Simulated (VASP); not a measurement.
Set up this calculation in VASP 6.6.1, as the native input.

| Quantity | Value |
| --- | --- |
| Task | single point |
| Functional | LDA |
| Potentials or basis | VASP PAW LDA potentials, release 64 (Ga_d, N) |
| Cutoff | 600 eV |
| k mesh | 10 × 10 × 10 |
| Occupations | gaussian, width 0.02 eV |
| Spin | no spin polarisation |
| Dipole correction | no |
| Further INCAR settings | ALGO = Normal; EDIFF = 1e-06; NBANDS = 16 |

The structure of GaN (vib) lies in POSCAR:

```
GaN
1.0
    0.0000000000      2.0904796590      2.0904796590
    2.0904796590      0.0000000000      2.0904796590
    2.0904796590      2.0904796590      0.0000000000
Ga N
1 1
Direct
    0.0000000000      0.0000000000      0.0000000000
    0.5000000000      0.5000000000      0.5000000000
```

One way to write it, as run:

INCAR

```
PREC = Accurate
ENCUT = 600
EDIFF = 1E-6
ISMEAR = 0
SIGMA = 0.02
LREAL = F
LASPH = T
NELM = 120
ALGO = Normal
ISIF = 2
LWAVE = F
LCHARG = F
NBANDS = 16
GGA_COMPAT = F
```

KPOINTS

```
regular mesh
0
Gamma
  10 10 10
```

Potentials or basis: VASP PAW LDA potentials, release 64 (Ga_d, N).

The run is started by

```bash
$ cat potpaw_LDA.64/Ga_d/POTCAR potpaw_LDA.64/N/POTCAR > POTCAR
$ mpirun -np 1 vasp_std > vasp.out
```

Results of the run:

The pressure is 1.3 GPa and the band gap on the k mesh is 0.65 eV, indirect (least direct gap 3.25 eV).

It took 10 s on 1 thread of Intel(R) Xeon(R) Platinum 8259CL CPU @ 2.50GHz (Skylake/Cascade Lake), on a shared host, peak memory 0.13 GiB.
